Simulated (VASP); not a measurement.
Input of a VASP 6.6.1 run:

The input INCAR:

```
SYSTEM = InP
PREC     = Accurate       ! precision mode
ENCUT    = 520            ! plane-wave cutoff, eV
EDIFF    = 1E-6           ! SCF threshold, eV
ISMEAR   = 0              ! smearing method
SIGMA    = 0.1            ! smearing width, eV
LREAL    = .False.        ! projectors in reciprocal space
LASPH    = .True.         ! aspherical terms in the spheres
NELM     = 80             ! most SCF steps
ALGO     = Normal         ! electronic algorithm
ISIF     = 2              ! what is computed and relaxed
LWAVE    = .False.        ! write WAVECAR
LCHARG   = .False.        ! write CHGCAR
GGA      = PE             ! functional
NBANDS   = 36             ! bands
```

Contents of KPOINTS:

```
regular mesh
0
Gamma
  6 6 2
  0 0 0
```

File POSCAR:

```
InP
1.0
    4.1897477306      0.0000000000      0.0000000000
   -2.0948738653      3.6284279701      0.0000000000
    0.0000000000      0.0000000000      9.3543585677
In P
3 3
Direct
    0.0000000000      0.5000000000      0.1666666667
    0.5000000000      0.5000000000      0.8333333333
    0.5000000000      0.0000000000      0.5000000000
    0.5000000000      0.5000000000      0.3333333333
    0.5000000000      0.0000000000      0.0000000000
    0.0000000000      0.5000000000      0.6666666667
```

Potentials or basis: VASP PAW PBE potentials, release 64 (In_d, P).

Run with:

```sh
$ cat potpaw_PBE.64/In_d/POTCAR potpaw_PBE.64/P/POTCAR > POTCAR
$ mpirun -np 1 vasp_std > vasp.out
```

**Question.** What does it give for the pressure?

**Answer.** 0.0 GPa.

**Question.** Predict the band gap on the k mesh.

**Answer.** 0.20 eV (least direct gap 0.26 eV).

Stress tensor (GPa, compression positive):
```
-0.04  0.00  0.00
 0.00 -0.04  0.00
 0.00  0.00  0.17
```

Caveat: spin-orbit coupling is left out, which moves the levels of the heavy elements. A k mesh can miss the band edges.
